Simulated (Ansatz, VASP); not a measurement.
## One calculation of AgI, two programs

```
Ag I
1.0
     4.77753    0.00000    0.00000
    -2.38877    4.13746    0.00000
     0.00000    0.00000    7.81399
Ag I
2 2
Direct
  0.33333 0.66667 0.00011
  0.66667 0.33333 0.50011
  0.33333 0.66667 0.37489
  0.66667 0.33333 0.87489
```

Alike in both runs: task single point; functional PBE; k mesh 6 × 6 × 4; no spin polarisation.

```csv
,VASP,Ansatz
version,VASP 6.6.1,Ansatz 0.2.0
potentials or method,"VASP PAW PBE potentials, release 64 (Ag, I)","plane waves, PAW"
plane-wave cutoff (eV),500,420
occupations,"gaussian, width 0.01 eV",fixed
valence electrons in the cell,36,72
```

|  | VASP | Ansatz | Ansatz less VASP |
| --- | --- | --- | --- |
| gap on the k mesh at the Fermi level (eV) | 1.37 | 1.37 | -0.002 |
| pressure (GPa) | -1.3 | -1.3 | +0.04 |

VASP's potentials hold 36 valence electrons a cell and Ansatz's 72, so a difference there can come from the potentials and not from the codes.

Spin-orbit coupling is off throughout.
